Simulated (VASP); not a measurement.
**CuI: single point with PBE**

CuI:

```xyz
2
Lattice="0.0000 3.0287 3.0287 3.0287 0.0000 3.0287 3.0287 3.0287 0.0000" Properties=species:S:1:pos:R:3 pbc="T T T"
Cu    0.0000    0.0000    0.0000
I     3.0287    3.0287    3.0287
```

```
Program             : VASP 6.6.1
Task                : single point
Functional          : PBE
Potentials or basis : VASP PAW PBE potentials, release 64 (Cu, I)
Cutoff              : 600 eV
k mesh              : 5 × 5 × 5
Occupations         : fermi-dirac, width 0.1 eV
Spin                : no spin polarisation
```

The pressure is -4.8 GPa and the band gap on the k mesh is 0.30 eV, indirect (least direct gap 1.24 eV).

Levels at points of the mesh, in eV from the valence-band top:
```csv
k point,band 6,band 7,band 8,band 9,band 10,band 11,band 12,band 13
"(0.00, 0.00, 0.00)",-1.30,-1.28,-1.28,-1.28,0.48,7.50,7.50,7.50
```

It took 22 s on 1 thread of Intel(R) Xeon(R) Platinum 8488C (Sapphire Rapids), on a shared host, peak memory 0.2 GiB.

Caveat: spin-orbit coupling is left out, which moves the levels of the heavy elements. A k mesh can miss the band edges.
